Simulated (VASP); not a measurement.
A run of VASP 6.6.1 is set up as follows.

INCAR

```
SYSTEM = AlN
  ALGO = Normal
  EDIFF = 1E-6
  ENCUT = 600
  GGA = RE
  GGA_COMPAT = .False.
  ISIF = 2
  ISMEAR = -1
  IVDW = 13
  LASPH = .True.
  LCHARG = .True.
  LELF = .True.
  LREAL = .False.
  LVHAR = .True.
  LWAVE = .False.
  NBANDS = 11
  NELM = 120
  PREC = Accurate
  SIGMA = 0.05
```

The input KPOINTS:

```
k-points
0
Gamma
  10 10 10
  0 0 0
```

POSCAR

```
AlN
1.0
    0.0000000000      2.1693354430      2.1693354430
    2.1693354430      0.0000000000      2.1693354430
    2.1693354430      2.1693354430      0.0000000000
Al N
1 1
Direct
    0.0000000000      0.0000000000      0.0000000000
    0.2500000000      0.2500000000      0.2500000000
```

Potentials or basis: VASP PAW PBE potentials, release 64 (Al, N).

Command:

```bash
$ cat potpaw_PBE.64/Al/POTCAR potpaw_PBE.64/N/POTCAR > POTCAR
$ mpirun -np 1 vasp_std > vasp.out
```

Task: Predict the dispersion energy per atom.

Result: -0.600 eV.

Task: Predict the band gap on the k mesh.

Result: 3.36 eV, indirect (least direct gap 4.40 eV).

 A k mesh can miss the band edges.
